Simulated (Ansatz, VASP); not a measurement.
## One calculation of GeMo2, two programs

```
Ge Mo
1.0
    -3.03047    3.03047    2.53816
     3.03047   -3.03047    2.53816
     3.03047    3.03047   -2.53816
Ge Mo
2 4
Direct
  0.25000 0.25000 0.00000
  0.75000 0.75000 0.00000
  0.64808 0.14808 0.79616
  0.14808 0.35192 0.50000
  0.35192 0.85192 0.20384
  0.85192 0.64808 0.50000
```

Change from the starting cell: species swapped into the Zr2Fe type (I4/mcm, No. 140).

Alike in both runs: functional PBE; k mesh 10 × 10 × 10; occupations gaussian, width 0.1 eV; no spin polarisation.

Ansatz relaxed the structure, and its values are those at the end. VASP's run is a single point on that final structure, the one shown.

```csv
,VASP,Ansatz
version,VASP 6.6.1,Ansatz 0.2.0
potentials or method,"VASP PAW PBE potentials, release 64 (Ge_d, Mo_sv), cutoff 520 eV","scalar-relativistic, plane waves, PAW"
valence electrons in the cell,84,84
```

Ansatz gave:

- gap on the k mesh at the Fermi level (eV): none
- pressure (GPa): 0.0

Problem. What did VASP give for the same quantities?

Solution. gap on the k mesh at the Fermi level (eV): none; pressure (GPa): 0.5.

A gap of «none» marks a metal or a gap that the smearing closes.
